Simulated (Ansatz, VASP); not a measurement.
# HfB2: VASP beside Ansatz

The input INCAR:

```
SYSTEM = HfB2
PREC = Accurate
ENCUT = 520
EDIFF = 1E-7
ISMEAR = -1
SIGMA = 0.05
LREAL = .FALSE.
LASPH = .TRUE.
NELM = 100
ALGO = Normal
ISIF = 2
LWAVE = .FALSE.
LCHARG = .FALSE.
GGA = PE
NBANDS = 15
```

The input KPOINTS:

```
regular mesh
0
G
  13 13 10
  0 0 0
```

POSCAR

```
HfB2
1.0
    3.1451078224      0.0000000000      0.0000000000
   -1.5725539112      2.7237432718      0.0000000000
    0.0000000000      0.0000000000      3.4873792405
Hf B
1 2
Direct
    0.0000000000      0.0000000000      0.0000000000
    0.3333333333      0.6666666667      0.5000000000
    0.6666666667      0.3333333333      0.5000000000
```

Input for Ansatz:

```yaml
crystal:
  lattice:
    - [3.1451078224, 0.0, 0.0]
    - [-1.5725539112, 2.7237432718, 0.0]
    - [0.0, 0.0, 3.4873792405]
  atoms:
    - { symbol: Hf, position: [0.0, 0.0, 0.0] }
    - { symbol: B, position: [0.3333333333, 0.6666666667, 0.5] }
    - { symbol: B, position: [0.6666666667, 0.3333333333, 0.5] }
kpoints:
  mp_grid: { grid: [13, 13, 10] }
  band_path:
    path:
      - [0.0, 0.0, 0.0]
      - [0.5, 0.0, 0.0]
      - [0.3333333333, 0.3333333333, 0.0]
      - [0.0, 0.0, 0.0]
      - [0.0, 0.0, 0.5]
      - [0.5, 0.0, 0.5]
      - [0.3333333333, 0.3333333333, 0.5]
      - [0.0, 0.0, 0.5]
      - [0.5, 0.0, 0.5]
    npoints: 14
scf:
  occupations: { method: fermi_dirac, width: 0.05 }
hamiltonian:
  xc: pbe
  pseudopotentials: { kind: all_electron, lapw: { basis_error: 0.0005 } }
output:
  forces: true
  stress: true
  eigenvalues: true
  populations: true
```

Alike in both runs: task single point; functional PBE; k mesh 13 × 13 × 10; occupations fermi-dirac, width 0.05 eV; no spin polarisation.

|  | VASP | Ansatz |
| --- | --- | --- |
| version | VASP 6.6.1 | Ansatz 0.2.0 |
| potentials or method | VASP PAW PBE potentials, release 64 (Hf_pv, B), cutoff 520 eV | all-electron LAPW, scalar-relativistic |

Ansatz gave:

```
pressure (GPa)                                                : 0.1
traceless stress, the component that is largest in VASP (GPa) : 0.05
```

Which values does VASP return?

Pressure (GPa): -0.4; traceless stress, the component that is largest in VASP (GPa): 0.18.

Ansatz ran all-electron here, and VASP with PAW potentials.

Neither program's run includes spin-orbit coupling.
